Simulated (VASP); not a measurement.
# Si (P6_3/mmc) in VASP: notebook

Si is run at these levels: PBE; tasks: single point.

All numbers are computed with VASP 6.6.1; they aren't measurements. Logs are shortened: lines on timing, memory, paths and dates and some standing lists are left out, and cuts for length are marked.

## Step 1: The cell of the first run

Symmetry: P6_3/mmc, No. 194, hexagonal system. The conventional cell has a = 2.476 Å, b = 2.476 Å, c = 4.207 Å, α = 90.00°, β = 90.00°, γ = 120.00°. Si (site symmetry -6m2) has 12 Si at 2.48 to 2.54 Å within 3.3 Å.

This isn't the form of Si at room conditions, which is diamond.

## Step 2: Single point, PBE

File INCAR:

```
PREC = Accurate ; ENCUT = 500
EDIFF = 1E-6 ; ISMEAR = -1
SIGMA = 0.1 ; LREAL = F
LASPH = T ; NELM = 120
ALGO = Normal ; ISIF = 2
LWAVE = F ; LCHARG = F
GGA = PE ; NBANDS = 11
GGA_COMPAT = F
```

File KPOINTS:

```
regular mesh
0
Gamma
  16 16 8
```

File POSCAR:

```
Si
1.0
    2.4761615829      0.0000000000      0.0000000000
   -1.2380807915      2.1444187467      0.0000000000
    0.0000000000      0.0000000000      4.2066378447
Si
2
Direct
    0.3333333333      0.6666666667      0.2500000000
    0.6666666667      0.3333333333      0.7500000000
```

Potentials or basis: VASP PAW PBE potentials, release 64 (Si).

Run with:

```sh
$ cat potpaw_PBE.64/Si/POTCAR > POTCAR
$ mpirun -np 1 vasp_std > vasp.out
```

OUTCAR:

```text
PREC = Accurate
   ENCUT = 500
   EDIFF = 1E-6
   ISMEAR = -1
   LREAL = F
   LASPH = T
   NELM = 120
   ISIF = 2
   GGA = PE

 ion  position               nearest neighbor table
   1  0.333  0.667  0.250-   2 2.54   2 2.54   2 2.54   2 2.54   2 2.54   2 2.54
   2  0.667  0.333  0.750-   1 2.54   1 2.54   1 2.54   1 2.54   1 2.54   1 2.54

  LATTYP: Found a hexagonal cell.
 ALAT       =     2.4761615829
 C/A-ratio  =     1.6988543372

  Lattice vectors:

 A1 = (   2.4761615829,   0.0000000000,   0.0000000000)
 A2 = (  -1.2380807915,   2.1444187467,   0.0000000000)
 A3 = (   0.0000000000,   0.0000000000,   4.2066378447)

Analysis of symmetry for initial positions (statically):
=====================================================================
 Subroutine PRICEL returns:
 Original cell was already a primitive cell.

 Routine SETGRP: Setting up the symmetry group for a
 hexagonal supercell.

 Subroutine GETGRP returns: Found 24 space group operations
 (whereof 12 operations were pure point group operations)
 out of a pool of 24 trial point group operations.

The static configuration has the point symmetry D_3d.
 The point group associated with its full space group is D_6h.

Analysis of symmetry for dynamics (positions and initial velocities):
=====================================================================
 Subroutine PRICEL returns:
 Original cell was already a primitive cell.

 Routine SETGRP: Setting up the symmetry group for a
 hexagonal supercell.

 Subroutine GETGRP returns: Found 24 space group operations
 (whereof 12 operations were pure point group operations)
 out of a pool of 24 trial point group operations.

The dynamic configuration has the point symmetry D_3d.
 The point group associated with its full space group is D_6h.

 Subroutine INISYM returns: Found 24 space group operations
 (whereof 12 operations are pure point group operations),
 and found     1 'primitive' translations

----------------------------------------------------------------------------------------

                                     Primitive cell

  volume of cell :      22.3369

  direct lattice vectors                    reciprocal lattice vectors
     2.476161583  0.000000000  0.000000000     0.403850866  0.233163416  0.000000000
    -1.238080792  2.144418747  0.000000000     0.000000000  0.466326832  0.000000000
     0.000000000  0.000000000  4.206637845     0.000000000  0.000000000  0.237719537

  length of vectors
     2.476161583  2.476161507  4.206637845     0.466326817  0.466326832  0.237719537

  position of ions in fractional coordinates (direct lattice)
     0.333333333  0.666666667  0.250000000
     0.666666667  0.333333333  0.750000000

  ion indices of the primitive-cell ions
   primitive index   ion index
                 1           1
                 2           2

----------------------------------------------------------------------------------------

 KPOINTS: regular mesh

Automatic generation of k-mesh.
 Grid dimensions read from file:
 generate k-points for:   16   16    8

 Generating k-lattice:

  Cartesian coordinates                     Fractional coordinates (reciprocal lattice)
     0.025240679  0.014572713  0.000000000     0.062500000  0.000000000  0.000000000
     0.000000000  0.029145427  0.000000000     0.000000000  0.062500000  0.000000000
     0.000000000  0.000000000  0.029714942     0.000000000  0.000000000  0.125000000

  Length of vectors
     0.029145426  0.029145427  0.029714942

  Shift w.r.t. Gamma in fractional coordinates (k-lattice)
     0.000000000  0.000000000  0.000000000

 Subroutine IBZKPT returns following result:
 ===========================================

 Found    150 irreducible k-points:

 Following reciprocal coordinates:
            Coordinates               Weight
  0.000000  0.000000  0.000000      1.000000
  0.062500  0.000000  0.000000      6.000000
  0.125000  0.000000  0.000000      6.000000
  0.187500 -0.000000  0.000000      6.000000
  0.250000  0.000000  0.000000      6.000000
  0.312500  0.000000  0.000000      6.000000
[... 16 lines left out ...]
  0.187500  0.187500  0.000000      6.000000
  0.250000  0.187500  0.000000     12.000000
 [... further k-points ...]
   k-points           NKPTS =    150   k-points in BZ     NKDIM =    150   number of bands    NBANDS=     11
   number of dos      NEDOS =    301   number of ions     NIONS =      2
   total plane-waves  NPLWV =  10368
   dimension x,y,z NGX =    18 NGY =   18 NGZ =   32
   dimension x,y,z NGXF=    36 NGYF=   36 NGZF=   64
   ions per type =               2
   NGX,Y,Z   is equivalent  to a cutoff of  12.08, 12.08, 12.65 a.u.
   NGXF,Y,Z  is equivalent  to a cutoff of  24.17, 24.17, 25.29 a.u.
 SYSTEM =  unknown system
   PREC   = accura    normal or accurate (medium, high low for compatibility)
   ISTART =      0    job   : 0-new  1-cont  2-samecut
   ICHARG =      2    charge: 1-file 2-atom 10-const
   ISPIN  =      1    spin polarized calculation?
   LNONCOLLINEAR =      F non collinear calculations
   LSORBIT =      F    spin-orbit coupling
   LASPH  =      T    aspherical Exc in radial PAW
   ENCUT  =  500.0 eV  36.75 Ry    6.06 a.u.   4.51  4.51  7.67*2*pi/ulx,y,z
   NELM   =    120;   NELMIN=  2; NELMDL= -5     # of ELM steps
   EDIFF  = 0.1E-05   stopping-criterion for ELM
   LREAL  =      F    real-space projection
   EDIFFG = 0.1E-04   stopping-criterion for IOM
   NSW    =      0    number of steps for IOM
   IBRION =     -1    ionic relax: 0-MD 1-quasi-New 2-CG
   NFREE  =      0    steps in history (QN), initial steepest desc. (CG)
   ISIF   =      2    stress and relaxation
   ISYM   =      2    0-nonsym 1-usesym 2-fastsym
   POTIM  = 0.5000    time-step for ionic-motion
   TEBEG  =    0.0;   TEEND  =   0.0 temperature during run
   PSTRESS=    0.0 pullay stress
   NELECT =       8.0000    total number of electrons
   NUPDOWN=      -1.0000    fix difference up-down
   EMIN   =  10.00;   EMAX   =-10.00  energy-range for DOS
   EFERMI =   0.00;   METHOD = LEGACY
   ISMEAR =    -1;   SIGMA  =   0.10  broadening in eV -4-tet -1-fermi 0-gaus
   EFERMI_NEDOS =   21; number of points for ismear=-14 and -15
   IALGO  =     38    algorithm
   IMIX   =      4    mixing-type and parameters
     AMIX     =   0.40;   BMIX     =  1.00
     AMIX_MAG =   1.60;   BMIX_MAG =  1.00
  volume/ion in A,a.u.               =      11.17        75.37
  Fermi-wavevector in a.u.,A,eV,Ry     =   1.162600  2.196995 18.390157  1.351638
  Thomas-Fermi vector in A             =   2.299159
   LORBIT       =      0    0 simple, 1 ext, 2 COOP (PROOUT), +10 PAW based schemes
   GGA     = PE    functional components
   LHFCALC =     F    Hartree Fock is set to
   AEXX    =    0.0000 exact exchange contribution
   IVDW    =     0    specifies the selected vdW correction
   LEPSILON=     F    determine dielectric tensor
   LRPA    =     F    only Hartree local field effects (RPA)
 non-spin polarized calculation
  energy-cutoff  :      500.00
  volume of cell :       22.34
 maximum number of plane-waves:       592
   NGX =  9   NGY =  9   NGZ = 15

 number of electron       8.0000000 magnetization

 Free energy of the ion-electron system (eV)
  ---------------------------------------------------
  ext. energy  EPLUGINS =         0.00000000
  ---------------------------------------------------
  free energy    TOTEN  =        -9.25047701 eV

  energy without entropy =       -9.23045541  energy(sigma->0) =       -9.24046621

 E-fermi :  13.9350     XC(G=0): -12.2714

 val. band max:       13.9223363586   @ k =   0.1875   0.1875   0.3750
 cond. band min:      13.9445199727   @ k =   0.3125   0.1250   0.2500
 fundamental gap:      0.0221836140
 Fermi energy:        13.9350361826

 k-point     1 :       0.0000    0.0000    0.0000
  band No.  band energies     occupation
      1      -3.1153      2.00000
      2       4.8639      2.00000
      3       4.9761      2.00000
      4      25.0451      0.00000
      5      25.0451      0.00000
      6      25.5880      0.00000
      7      25.5880      0.00000
      8      25.6233      0.00000
      9      27.3935      0.00000
     10      29.7883      0.00000
     11      30.8650      0.00000

 k-point     2 :       0.0625    0.0000    0.0000
  band No.  band energies     occupation
      1      -2.9919      2.00000
      2       4.9836      2.00000
      3       5.0916      2.00000
      4      22.7454      0.00000
      5      23.7234      0.00000
      6      25.0526      0.00000
      7      26.7421      0.00000
      8      27.1170      0.00000
      9      27.3973      0.00000
     10      29.1824      0.00000
     11      29.7018      0.00000

 k-point     3 :       0.1250    0.0000    0.0000
  band No.  band energies     occupation
      1      -2.6222      2.00000
      2       5.3410      2.00000
      3       5.4382      2.00000
      4      19.7782      0.00000
      5      22.3747      0.00000
      6      24.1163      0.00000
      7      26.0449      0.00000
      8      26.7655      0.00000
      9      28.0666      0.00000
     10      28.4447      0.00000
     11      28.5030      0.00000

 k-point     4 :       0.1875   -0.0000    0.0000
  band No.  band energies     occupation
      1      -2.0078      2.00000
      2       5.9305      2.00000
      3       6.0157      2.00000
      4      16.8461      0.00000
      5      21.2305      0.00000
      6      22.7376      0.00000
      7      24.1932      0.00000
      8      24.3087      0.00000
      9      27.4766      0.00000
     10      28.1034      0.00000
     11      28.4717      0.00000

 k-point     5 :       0.2500    0.0000    0.0000
  band No.  band energies     occupation
      1      -1.1514      2.00000
      2       6.7383      2.00000
      3       6.8235      2.00000
      4      14.0670      0.42184
      5      20.2953      0.00000
      6      20.7431      0.00000
      7      21.6014      0.00000
      8      22.8728      0.00000
      9      26.6591      0.00000
     10      27.8962      0.00000
     11      28.1680      0.00000
[... 211 lines left out ...]
 k-point    21 :       0.3750    0.1250    0.0000
  band No.  band energies     occupation
      1       3.1803      2.00000
      2       6.8860      2.00000
      3      10.9161      2.00000
      4      11.0409      2.00000
      5      13.8300      1.48163
      6      14.8261      0.00027
      7      15.7459      0.00000
      8      21.9170      0.00000
      9      22.3664      0.00000
     10      25.4572      0.00000
     11      31.1719      0.00000

 k-point    22 :       0.4375    0.1250    0.0000
  band No.  band energies     occupation
      1       4.8539      2.00000
      2       5.0381      2.00000
      3      12.1146      2.00000
      4      12.2960      2.00000
      5      12.7293      1.99999
      6      13.4054      1.99003
      7      15.2431      0.00000
      8      21.8180      0.00000
      9      22.2425      0.00000
     10      25.3617      0.00000
     11      31.2006      0.00000

 k-point    23 :       0.1875    0.1875    0.0000
  band No.  band energies     occupation
      1       0.1855      2.00000
      2       7.9570      2.00000
      3       8.0904      2.00000
      4      13.3746      1.99266
      5      13.6079      1.92688
      6      20.2598      0.00000
      7      20.4368      0.00000
      8      21.4124      0.00000
      9      22.2049      0.00000
     10      28.4820      0.00000
     11      29.8891      0.00000

 k-point    24 :       0.2500    0.1875    0.0000
  band No.  band energies     occupation
      1       1.3912      2.00000
      2       8.8818      2.00000
      3       9.2367      2.00000
      4      11.1470      2.00000
      5      12.8439      1.99996
      6      18.3119      0.00000
      7      18.5171      0.00000
      8      20.4938      0.00000
      9      20.9599      0.00000
     10      28.6224      0.00000
     11      31.2062      0.00000

 [... further k-points ...]

------------------------ aborting loop because EDIFF is reached ----------------------------------------

  FORCE on cell =-STRESS in cart. coord.  units (eV):
  Direction    XX          YY          ZZ          XY          YZ          ZX
  --------------------------------------------------------------------------------------
  -------------------------------------------------------------------------------------
  Total        5.3193861      5.3193857      5.4624120     -0.0000000      0.0000000      0.0000000
  in kB      381.5473105    381.5472792    391.8062306     -0.0000000      0.0000000      0.0000000
  external PRESSURE =     384.9669401 kB  Pullay stress =       0.0000000 kB

 VOLUME and BASIS-vectors are now :
 -----------------------------------------------------------------------------
  energy-cutoff  :      500.00
  volume of cell :       22.34
      direct lattice vectors                 reciprocal lattice vectors
     2.476161583  0.000000000  0.000000000     0.403850866  0.233163416  0.000000000
    -1.238080792  2.144418747  0.000000000     0.000000000  0.466326832  0.000000000
     0.000000000  0.000000000  4.206637845     0.000000000  0.000000000  0.237719537

 POSITION                                       TOTAL-FORCE (eV/Angst)
 -----------------------------------------------------------------------------------
     -0.00000      1.42961      1.05166         0.000000      0.000000      0.000000
      1.23808      0.71481      3.15498        -0.000000      0.000000      0.000000
 -----------------------------------------------------------------------------------
    total drift:                               -0.000000      0.000000     -0.000000

  FREE ENERGIE OF THE ION-ELECTRON SYSTEM (eV)
  ---------------------------------------------------
  free  energy   TOTEN  =        -9.2504770071 eV

  energy  without entropy=       -9.2304554130  energy(sigma->0) =       -9.24046621
```

Run time: 17 s. Hardware: 1 thread of Intel Xeon Platinum 8488C (Sapphire Rapids), shared host; peak memory 0.14 GiB.

Results:

| Quantity | Value |
| --- | --- |
| Free energy | -9.2505 eV |
| Pressure | 38.5 GPa |
| Band gap on the k mesh | zero (bands 4 and 5 overlap by 14.59 eV) |

Levels at points of the mesh, in eV from the Fermi level:
```
           k point  band 1  band 2  band 3  band 4  band 5  band 6  band 7  band 8
(0.00, 0.00, 0.00)  -17.05   -9.07   -8.96   11.11   11.11   11.65   11.65   11.69
(0.50, 0.00, 0.00)   -9.44   -9.25   -2.16   -1.96   -0.99   -0.86    4.70    6.98
(0.00, 0.00, 0.50)  -15.01  -15.01    0.57    0.57   12.59   12.59   12.59   12.59
(0.50, 0.00, 0.50)   -7.85   -7.85   -6.81   -6.81    6.44    6.44    6.73    6.73
```

Caveat: the cell stands under pressure.

## Step 3: Single point, PBE

This run uses another cell than the first one, of 11.38 Å³/atom.

File INCAR:

```
SYSTEM = Si
PREC = Accurate ; ENCUT = 500
EDIFF = 1E-6 ; ISMEAR = -1
SIGMA = 0.1 ; LREAL = .FALSE.
LASPH = .TRUE. ; NELM = 120
ALGO = Normal ; ISIF = 2
LWAVE = .FALSE. ; LCHARG = .FALSE.
GGA = PE ; NBANDS = 11
GGA_COMPAT = .FALSE.
```

File KPOINTS:

```
regular mesh
0
G
  16 16 8
  0 0 0
```

File POSCAR:

```
Si
1.0
    2.4919337380      0.0000000000      0.0000000000
   -1.2459668690      2.1580778331      0.0000000000
    0.0000000000      0.0000000000      4.2334324387
Si
2
Direct
    0.3333333333      0.6666666667      0.2500000000
    0.6666666667      0.3333333333      0.7500000000
```

Potentials or basis: VASP PAW PBE potentials, release 64 (Si).

Run with:

```sh
$ cat potpaw_PBE.64/Si/POTCAR > POTCAR
$ mpirun -np 1 vasp_std > vasp.out
```

Run time: 18 s. Hardware: 1 thread of Intel Xeon Platinum 8488C (Sapphire Rapids), shared host; peak memory 0.14 GiB.

The run converged. Its results:

```
Free energy            : -9.3476 eV
Pressure               : 34.0 GPa
Band gap on the k mesh : zero (bands 4 and 5 overlap by 14.42 eV)
```

Stress tensor (GPa, compression positive):
```
33.65  0.00  0.00
 0.00 33.65  0.00
 0.00  0.00 34.59
```

Levels at points of the mesh, in eV from the Fermi level:
| k point | band 2 | band 3 | band 4 | band 5 | band 6 | band 7 |
| --- | --- | --- | --- | --- | --- | --- |
| (0.00, 0.00, 0.00) | -9.01 | -8.82 | 10.93 | 10.93 | 11.54 | 11.54 |
| (0.50, 0.00, 0.00) | -9.12 | -2.12 | -1.97 | -1.03 | -0.79 | 4.61 |
| (0.00, 0.00, 0.50) | -14.84 | 0.56 | 0.56 | 12.45 | 12.45 | 12.45 |
| (0.50, 0.00, 0.50) | -7.74 | -6.75 | -6.75 | 6.33 | 6.33 | 6.72 |

Caveat: the cell stands under pressure.
